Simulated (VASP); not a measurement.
## C: single point with PBE

C:

```xyz
4
Lattice="2.4665 0.0000 0.0000 -1.2333 2.1361 0.0000 0.0000 0.0000 8.5653" Properties=species:S:1:pos:R:3 pbc="T T T"
C    -0.1423   -0.4270    0.0214
C     0.1423    0.4270    4.3041
C    -0.1423    0.9970    0.0214
C     1.3756    1.1390    4.3041
```

This cell differs from its parent crystal: mode 4 frozen in at -0.142 Å and mode 5 at -0.427 Å (largest displacements).

```yaml
Program: VASP 6.6.1
Task: single point
Functional: PBE
Potentials_or_basis: VASP PAW PBE potentials, release 64 (C)
Cutoff: 520 eV
k_mesh: 18 × 18 × 6
Occupations: gaussian, width 0.15 eV
Spin: no spin polarisation
```

```json
{
 "Pressure": "0.4 GPa",
 "Band gap on the k mesh": "zero (filled and empty bands touch)"
}
```

Stress tensor (GPa, compression positive):
```
0.54 0.00 0.00
0.00 0.55 0.00
0.00 0.00 0.02
```

Levels at points of the mesh, in eV from the Fermi level:
```
           k point  band 4  band 5  band 6  band 7  band 8  band 9  band 10  band 11  band 12  band 13
(0.00, 0.00, 0.00)   -7.37   -3.04   -3.04   -3.04   -3.04    3.07     6.34     8.30     8.30     8.30
(0.50, 0.00, 0.00)  -13.22   -6.42   -6.42   -2.50   -2.22    1.47     1.90     7.36     7.36    10.54
(0.00, 0.50, 0.00)  -13.23   -6.42   -6.42   -2.45   -2.27    1.54     1.83     7.34     7.38    10.58
(0.50, 0.50, 0.00)  -13.23   -6.42   -6.42   -2.46   -2.26    1.53     1.84     7.35     7.38    10.58
(0.00, 0.00, 0.50)   -7.62   -3.04   -3.04   -3.04   -3.04    4.32     4.32     8.30     8.30     8.30
(0.50, 0.00, 0.50)  -13.23   -6.42   -6.42   -2.36   -2.36    1.67     1.67     7.36     7.36    11.58
(0.00, 0.50, 0.50)  -13.23   -6.42   -6.42   -2.36   -2.36    1.67     1.67     7.36     7.36    11.47
(0.50, 0.50, 0.50)  -13.23   -6.42   -6.42   -2.36   -2.36    1.67     1.67     7.36     7.36    11.47
```

Run time: 4.8 min on 1 thread of Intel(R) Xeon(R) Platinum 8259CL CPU @ 2.50GHz (Skylake/Cascade Lake), on a shared host, peak memory 0.41 GiB.

Caveat: the cell differs from its parent crystal (mode 4 frozen in at -0.142 Å and mode 5 at -0.427 Å (largest displacements)); this functional lacks dispersion, which binds the layers, so the pressure and a relaxed spacing across them are unreliable.
